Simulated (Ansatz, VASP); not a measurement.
**One calculation of CoSi2, two programs**

```xyz
3
Lattice="0.0000 2.6802 2.6802 2.6802 0.0000 2.6802 2.6802 2.6802 0.0000" Properties=species:S:1:pos:R:3 pbc="T T T"
Co    0.0000    0.0000    0.0000
Si    1.3401    1.3401    1.3401
Si    4.0203    4.0203    4.0203
```

Alike in both runs: functional PBE; k mesh 14 × 14 × 14; occupations gaussian, width 0.1 eV; no spin polarisation.

Ansatz relaxed the structure, and its values are those at the end. VASP's run is a single point on that final structure, the one shown.

|  | VASP | Ansatz |
| --- | --- | --- |
| version | VASP 6.6.1 | Ansatz 0.2.0 |
| potentials or method | VASP PAW PBE potentials, release 64 (Co, Si), cutoff 520 eV | scalar-relativistic, plane waves, PAW |
| valence electrons in the cell | 17 | 25 |

Ansatz gave:

```
gap on the k mesh at the Fermi level (eV) : none
pressure (GPa)                            : 0.0
```

**Question.** Estimate VASP's values.

**Answer.** gap on the k mesh at the Fermi level (eV): none; pressure (GPa): -0.3.

A gap of «none» marks a metal or a gap that the smearing closes. VASP's potentials hold 17 valence electrons a cell and Ansatz's 25, so a difference there can come from the potentials and not from the codes.
